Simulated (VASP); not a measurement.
Crystal: KI.

```xyz
2
Lattice="0.0000 3.6431 3.6431 3.6431 0.0000 3.6431 3.6431 3.6431 0.0000" Properties=species:S:1:pos:R:3 pbc="T T T"
K     0.0000    0.0000    0.0000
I     3.6431    3.6431    3.6431
```

This cell differs from its parent crystal: strain +2.8%.

Base run:

```yaml
Program: VASP 6.6.1
Functional: PBE
Potentials_or_basis: VASP PAW PBE potentials, release 64 (K_sv, I)
Cutoff: 520 eV
k_mesh: 6 × 6 × 6
Occupations: fermi-dirac, width 0.02 eV
Spin: no spin polarisation
```

Its results: band gap on the k mesh 3.76 eV, direct; pressure -0.4 GPa.

Task: The run is repeated on the same cell with these changes: functional from PBE to r2SCAN; occupations from fermi-dirac, width 0.02 eV to gaussian, width 0.01 eV. What comes out?

Result: Band gap on the k mesh 4.39 eV, direct; pressure -0.8 GPa.

Caveats: spin-orbit coupling is left out, which moves the levels of the heavy elements; the PAW data sets were made with another functional, which shifts forces and pressure a little (some runs).

